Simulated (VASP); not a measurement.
Wanted: the native input for a VASP 6.6.1 run.

```yaml
Task: single point
Functional: PBEsol
Potentials_or_basis: VASP PAW PBE potentials, release 64 (Al)
Cutoff: 520 eV
k_mesh: 22 × 22 × 7
Occupations: gaussian, width 0.15 eV
Spin: no spin polarisation
Dipole_correction: no
Further_INCAR_settings: ALGO = Fast; EDIFF = 1e-07; NBANDS = 14
```

The structure of Al lies in POSCAR:

```
Al
1.0
   -1.6064390039      1.6064390039     -1.6064390039
   -1.6064390039     -1.6064390039      1.6064390039
   -0.9638634023      6.4257560155      6.4257560155
Al
4
Direct
   -0.2625000000     -0.2625000000      0.8750000000
    0.4625000000      0.4625000000      0.1250000000
   -0.1125000000     -0.1125000000      0.3750000000
    0.3125000000      0.3125000000      0.6250000000
```

This cell differs from its parent crystal: the part above a cut slid along it.

One way to write it, as run:

INCAR

```
SYSTEM = Al
  ALGO = Fast
  EDIFF = 1E-7
  ENCUT = 520
  GGA = PS
  ISIF = 2
  ISMEAR = 0
  LASPH = .TRUE.
  LCHARG = .FALSE.
  LREAL = .FALSE.
  LWAVE = .FALSE.
  NBANDS = 14
  NELM = 100
  PREC = Accurate
  SIGMA = 0.15
```

KPOINTS

```
k-points
0
G
  22 22 7
  0 0 0
```

Potentials or basis: VASP PAW PBE potentials, release 64 (Al).

Run with:

```sh
$ cat potpaw_PBE.64/Al/POTCAR > POTCAR
$ mpirun -np 1 vasp_std > vasp.out
```

It gave:

```yaml
Pressure: 3.1 GPa
Largest_force: 1.817 eV/Å
Band_gap_on_the_k_mesh: zero (bands 6 and 7 overlap by 6.63 eV)
```

Caveat: the cell differs from its parent crystal (the part above a cut slid along it); the cell stands under pressure; the PAW data sets were made with another functional, which shifts forces and pressure a little.

Wall time 5.1 min on 1 thread of Intel(R) Xeon(R) 6975P-C (Granite Rapids), on a shared host, peak memory 0.67 GiB.
